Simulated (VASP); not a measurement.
# Al16O in VASP: single point with PBE

Aim: the single point of Al16O with PBE.

Everything below comes from runs of VASP 6.6.1. Logs are shortened: lines on timing, memory, paths and dates and some standing lists are left out, and cuts for length are marked.

### 1 The cell of the first run

The cell holds a slab with vacuum, 17 atoms: a = 5.714 Å, b = 8.080 Å, c = 19.743 Å, α = 90.00°, β = 90.00°, γ = 90.00°.

### 2 Single point, PBE

Input file INCAR:

```
SYSTEM = Al16O
ALGO = Normal
DIPOL = 0.5 0.5 0.321
EDIFF = 1E-7
ENCUT = 520
GGA = PE
IDIPOL = 3
ISIF = 2
ISMEAR = 0
LASPH = .True.
LCHARG = .False.
LDIPOL = .True.
LREAL = Auto
LWAVE = .False.
NBANDS = 41
NELM = 100
PREC = Accurate
SIGMA = 0.1
```

Input file KPOINTS:

```
k-points
0
Gamma
  5 4 1
  0 0 0
```

Input file POSCAR:

```
Al16O
1.0
    5.7135165838      0.0000000000      0.0000000000
    0.0000000000      8.0801326417      0.0000000000
    0.0000000000      0.0000000000     19.7432787023
Al O
16 1
Direct
    0.2500000000      0.2500000000      0.2026005944
    0.2500000000      0.7500000000      0.2026005944
    0.7500000000      0.2500000000      0.2026005944
    0.7500000000      0.7500000000      0.2026005944
    0.0000000000      0.0000000000      0.2749482104
    0.0000000000      0.5000000000      0.2749482104
    0.5000000000      0.0000000000      0.2749482104
    0.5000000000      0.5000000000      0.2749482104
    0.2500000000      0.2500000000      0.3495466405
    0.2500000000      0.7500000000      0.3495466405
    0.7500000000      0.2500000000      0.3495466405
    0.7500000000      0.7500000000      0.3495466405
    0.0000000000      0.0000000000      0.4175232912
    0.0000000000      0.5000000000      0.4175232912
    0.5000000000      0.0000000000      0.4175232912
    0.5000000000      0.5000000000      0.4175232912
    0.1666666667      0.1000000000      0.4727372556
```

Potentials or basis: VASP PAW PBE potentials, release 64 (Al, O).

On the command line:

```sh
$ cat potpaw_PBE.64/Al/POTCAR potpaw_PBE.64/O/POTCAR > POTCAR
$ mpirun -np 1 vasp_std > vasp.out
```

OUTCAR:

```text
SYSTEM = Al16O
   EDIFF = 1E-7
   ENCUT = 520
   GGA = PE
   ISIF = 2
   ISMEAR = 0
   LASPH = .True.
   LREAL = Auto
   NELM = 100
   PREC = Accurate

 ion  position               nearest neighbor table
   1  0.250  0.250  0.203-   3 2.86   3 2.86   6 2.86   7 2.86   8 2.86   5 2.86   9 2.90
   2  0.250  0.750  0.203-   4 2.86   4 2.86   6 2.86   7 2.86   8 2.86   5 2.86  10 2.90
   3  0.750  0.250  0.203-   1 2.86   1 2.86   6 2.86   7 2.86   8 2.86   5 2.86  11 2.90
   4  0.750  0.750  0.203-   2 2.86   2 2.86   6 2.86   7 2.86   8 2.86   5 2.86  12 2.90
   5  0.000  0.000  0.275-  13 2.81   7 2.86   7 2.86   4 2.86   1 2.86   2 2.86   3 2.86  11 2.88
                            12 2.88   9 2.88  10 2.88
   6  0.000  0.500  0.275-  14 2.81   8 2.86   8 2.86   4 2.86   1 2.86   2 2.86   3 2.86  11 2.88
                            12 2.88   9 2.88  10 2.88
   7  0.500  0.000  0.275-  15 2.81   5 2.86   5 2.86   4 2.86   1 2.86   2 2.86   3 2.86  11 2.88
                            12 2.88   9 2.88  10 2.88
   8  0.500  0.500  0.275-  16 2.81   6 2.86   6 2.86   4 2.86   1 2.86   2 2.86   3 2.86  11 2.88
                            12 2.88   9 2.88  10 2.88
   9  0.250  0.250  0.350-  13 2.81  14 2.81  15 2.81  16 2.81  11 2.86  11 2.86   7 2.88   8 2.88
                             5 2.88   6 2.88   1 2.90
  10  0.250  0.750  0.350-  13 2.81  14 2.81  15 2.81  16 2.81  12 2.86  12 2.86   7 2.88   8 2.88
                             5 2.88   6 2.88   2 2.90
  11  0.750  0.250  0.350-  13 2.81  14 2.81  15 2.81  16 2.81   9 2.86   9 2.86   7 2.88   8 2.88
[... 5 lines left out ...]
  14  0.000  0.500  0.418-   9 2.81  10 2.81  11 2.81  12 2.81   6 2.81  16 2.86  16 2.86
  15  0.500  0.000  0.418-  17 2.34  10 2.81  11 2.81  12 2.81   9 2.81   7 2.81  13 2.86  13 2.86

  16  0.500  0.500  0.418-   9 2.81  10 2.81  11 2.81  12 2.81   8 2.81  14 2.86  14 2.86
  17  0.167  0.100  0.473-  13 1.66  15 2.34

  LATTYP: Found a simple orthorhombic cell.
 ALAT       =     5.7135165838
 B/A-ratio  =     1.4142135624
 C/A-ratio  =     3.4555388810

  Lattice vectors:

 A1 = (   5.7135165838,   0.0000000000,   0.0000000000)
 A2 = (   0.0000000000,   8.0801326417,   0.0000000000)
 A3 = (   0.0000000000,   0.0000000000,  19.7432787023)

Analysis of symmetry for initial positions (statically):
=====================================================================
 Subroutine PRICEL returns:
 Original cell was already a primitive cell.

 Routine SETGRP: Setting up the symmetry group for a
 simple orthorhombic supercell.

 Subroutine GETGRP returns: Found  1 space group operations
 (whereof  1 operations were pure point group operations)
 out of a pool of  8 trial point group operations.

The static configuration has the point symmetry C_1 .

Analysis of symmetry for dynamics (positions and initial velocities):
=====================================================================
 Subroutine PRICEL returns:
 Original cell was already a primitive cell.

 Routine SETGRP: Setting up the symmetry group for a
 simple orthorhombic supercell.

 Subroutine GETGRP returns: Found  1 space group operations
 (whereof  1 operations were pure point group operations)
 out of a pool of  8 trial point group operations.

The dynamic configuration has the point symmetry C_1 .

 Subroutine INISYM returns: Found  1 space group operations
 (whereof  1 operations are pure point group operations),
 and found     1 'primitive' translations

----------------------------------------------------------------------------------------

                                     Primitive cell

  volume of cell :     911.4676

  direct lattice vectors                    reciprocal lattice vectors
     5.713516584  0.000000000  0.000000000     0.175023558  0.000000000  0.000000000
     0.000000000  8.080132642  0.000000000     0.000000000  0.123760345  0.000000000
     0.000000000  0.000000000 19.743278702     0.000000000  0.000000000  0.050650149

  length of vectors
     5.713516584  8.080132642 19.743278702     0.175023558  0.123760345  0.050650149

  position of ions in fractional coordinates (direct lattice)
     0.250000000  0.250000000  0.202600594
     0.250000000  0.750000000  0.202600594
     0.750000000  0.250000000  0.202600594
     0.750000000  0.750000000  0.202600594
     0.000000000  0.000000000  0.274948210
     0.000000000  0.500000000  0.274948210
[... 9 lines left out ...]
     0.500000000  0.500000000  0.417523291
     0.166666667  0.100000000  0.472737256

  ion indices of the primitive-cell ions
[... 33 lines left out ...]

  Length of vectors
     0.035004712  0.030940086  0.050650149

  Shift w.r.t. Gamma in fractional coordinates (k-lattice)
     0.000000000  0.000000000  0.000000000

 Subroutine IBZKPT returns following result:
 ===========================================

 Found     11 irreducible k-points:

 Following reciprocal coordinates:
            Coordinates               Weight
  0.000000  0.000000  0.000000      1.000000
  0.200000  0.000000  0.000000      2.000000
  0.400000  0.000000  0.000000      2.000000
  0.000000  0.250000  0.000000      2.000000
  0.200000  0.250000  0.000000      2.000000
  0.200000 -0.250000  0.000000      2.000000
  0.400000  0.250000  0.000000      2.000000
  0.400000 -0.250000  0.000000      2.000000
  0.000000  0.500000  0.000000      1.000000
  0.200000  0.500000  0.000000      2.000000
  0.400000  0.500000  0.000000      2.000000
   k-points           NKPTS =     11   k-points in BZ     NKDIM =     11   number of bands    NBANDS=     41
   number of dos      NEDOS =    301   number of ions     NIONS =     17
   total plane-waves  NPLWV = 378000
   dimension x,y,z NGX =    42 NGY =   60 NGZ =  150
   dimension x,y,z NGXF=    84 NGYF=  120 NGZF=  300
   ions per type =              16   1
   NGX,Y,Z   is equivalent  to a cutoff of  12.22, 12.34, 12.63 a.u.
   NGXF,Y,Z  is equivalent  to a cutoff of  24.44, 24.69, 25.26 a.u.
 SYSTEM =  Al16O
   PREC   = accura    normal or accurate (medium, high low for compatibility)
   ISTART =      0    job   : 0-new  1-cont  2-samecut
   ICHARG =      2    charge: 1-file 2-atom 10-const
   ISPIN  =      1    spin polarized calculation?
   LNONCOLLINEAR =      F non collinear calculations
   LSORBIT =      F    spin-orbit coupling
   LASPH  =      T    aspherical Exc in radial PAW
   ENCUT  =  520.0 eV  38.22 Ry    6.18 a.u.  10.62 15.02 36.71*2*pi/ulx,y,z
   NELM   =    100;   NELMIN=  2; NELMDL= -5     # of ELM steps
   EDIFF  = 0.1E-06   stopping-criterion for ELM
   LREAL  =      T    real-space projection
   EDIFFG = 0.1E-05   stopping-criterion for IOM
   NSW    =      0    number of steps for IOM
   IBRION =     -1    ionic relax: 0-MD 1-quasi-New 2-CG
   NFREE  =      0    steps in history (QN), initial steepest desc. (CG)
   ISIF   =      2    stress and relaxation
   ISYM   =      2    0-nonsym 1-usesym 2-fastsym
   POTIM  = 0.5000    time-step for ionic-motion
   TEBEG  =    0.0;   TEEND  =   0.0 temperature during run
   PSTRESS=    0.0 pullay stress
   NELECT =      54.0000    total number of electrons
   NUPDOWN=      -1.0000    fix difference up-down
   EMIN   =  10.00;   EMAX   =-10.00  energy-range for DOS
   EFERMI =   0.00;   METHOD = LEGACY
   ISMEAR =     0;   SIGMA  =   0.10  broadening in eV -4-tet -1-fermi 0-gaus
   EFERMI_NEDOS =   21; number of points for ismear=-14 and -15
   IALGO  =     38    algorithm
   IMIX   =      4    mixing-type and parameters
     AMIX     =   0.40;   BMIX     =  1.00
     AMIX_MAG =   1.60;   BMIX_MAG =  1.00
  volume/ion in A,a.u.               =      53.62       361.82
  Fermi-wavevector in a.u.,A,eV,Ry     =   0.638203  1.206029  5.541699  0.407303
  Thomas-Fermi vector in A             =   1.703466
   LORBIT       =      0    0 simple, 1 ext, 2 COOP (PROOUT), +10 PAW based schemes
   GGA     = PE    functional components
   LHFCALC =     F    Hartree Fock is set to
   AEXX    =    0.0000 exact exchange contribution
   IVDW    =     0    specifies the selected vdW correction
   LEPSILON=     F    determine dielectric tensor
   LRPA    =     F    only Hartree local field effects (RPA)
 non-spin polarized calculation
 Gauss-broadening in eV      SIGMA  =   0.10
  energy-cutoff  :      520.00
  volume of cell :      911.47
 maximum number of plane-waves:     24626
   NGX = 21   NGY = 31   NGZ = 73

 dipolmoment           0.000000      0.000000     -0.058714 electrons x Angstroem

 number of electron      53.9999995 magnetization

 dipolmoment           0.000000      0.000000      0.175949 electrons x Angstroem

 Free energy of the ion-electron system (eV)
  ---------------------------------------------------
  ext. energy  EPLUGINS =         0.00000000
  ---------------------------------------------------
  free energy    TOTEN  =       -62.13911039 eV

  energy without entropy =      -62.10928783  energy(sigma->0) =      -62.12419911

 E-fermi :  -0.7157     XC(G=0):  -4.0502

 val. band max:       -0.7184856395   @ k =   0.0000   0.2500   0.0000
 cond. band min:      -0.7055290164   @ k =   0.4000   0.0000   0.0000
 fundamental gap:      0.0129566231
 Fermi energy:        -0.7157026433

 k-point     1 :       0.0000    0.0000    0.0000
  band No.  band energies     occupation
      1     -18.4839      2.00000
      2     -10.8977      2.00000
      3      -8.7364      2.00000
      4      -8.6762      2.00000
      5      -8.3902      2.00000
      6      -6.5765      2.00000
[... 451 lines left out ...]
     38       2.1003      0.00000
     39       2.3230      0.00000
 [bands above 39 left out]

------------------------ aborting loop because EDIFF is reached ----------------------------------------

 vacuum level on the upper side and lower side of the slab       (xc-potential included)         0.313        -0.376

  FORCE on cell =-STRESS in cart. coord.  units (eV):
  Direction    XX          YY          ZZ          XY          YZ          ZX
  --------------------------------------------------------------------------------------
  -------------------------------------------------------------------------------------
  Total      -13.4092008     -2.4251252     -1.4223889      1.2924402     -0.4310241      2.9029032
  in kB      -23.5706858     -4.2628837     -2.5002745      2.2718507     -0.7576538      5.1027216
  external PRESSURE =     -10.1112813 kB  Pullay stress =       0.0000000 kB

 VOLUME and BASIS-vectors are now :
 -----------------------------------------------------------------------------
  energy-cutoff  :      520.00
  volume of cell :      911.47
      direct lattice vectors                 reciprocal lattice vectors
     5.713516584  0.000000000  0.000000000     0.175023558  0.000000000  0.000000000
     0.000000000  8.080132642  0.000000000     0.000000000  0.123760345  0.000000000
     0.000000000  0.000000000 19.743278702     0.000000000  0.000000000  0.050650149

 POSITION                                       TOTAL-FORCE (eV/Angst)
 -----------------------------------------------------------------------------------
      1.42838      2.02003      4.00000         0.036968      0.020070      0.165250
      1.42838      6.06010      4.00000        -0.010100     -0.056186      0.193320
      4.28514      2.02003      4.00000        -0.025466     -0.004531      0.239726
      4.28514      6.06010      4.00000         0.036810     -0.075789      0.278456
      0.00000      0.00000      5.42838        -0.096280      0.128121     -0.110670
      0.00000      4.04007      5.42838        -0.024352      0.067017     -0.255080
[... 9 lines left out ...]
      2.85676      4.04007      8.24328        -0.022220      0.007470     -0.007950
      0.95225      0.80801      9.33338         2.578880      0.138029      0.076558
 -----------------------------------------------------------------------------------
    total drift:                                0.000020     -0.000727      0.000212

  FREE ENERGIE OF THE ION-ELECTRON SYSTEM (eV)
  ---------------------------------------------------
  free  energy   TOTEN  =       -62.1391103917 eV

  energy  without entropy=      -62.1092878251  energy(sigma->0) =      -62.12419911

 vacuum level on the upper side and lower side of the slab         4.073         3.351
```

Wall time 9.4 min (1 thread of Intel Xeon 6975P-C (Granite Rapids), shared host); peak memory 0.84 GiB.

What came out:

* Free energy: -62.1391 eV
* Largest force: 2.584 eV/Å
* Band gap on the k mesh: zero (bands 27 and 28 overlap by 0.66 eV)

Forces in eV/Å, atoms in the order of the input:
```
Al   0.037  0.020  0.165
Al  -0.010 -0.056  0.193
Al  -0.025 -0.005  0.240
Al   0.037 -0.076  0.278
Al  -0.096  0.128 -0.111
Al  -0.024  0.067 -0.255
Al   0.039  0.116 -0.165
Al   0.050  0.038 -0.251
Al  -0.051  0.081  0.062
Al   0.043  0.037 -0.001
Al  -0.126 -0.064 -0.115
Al   0.012  0.018  0.050
Al  -1.778 -0.895 -0.902
Al   0.035 -0.025  0.027
Al  -0.698  0.471  0.716
Al  -0.022  0.007 -0.008
O    2.579  0.138  0.077
```
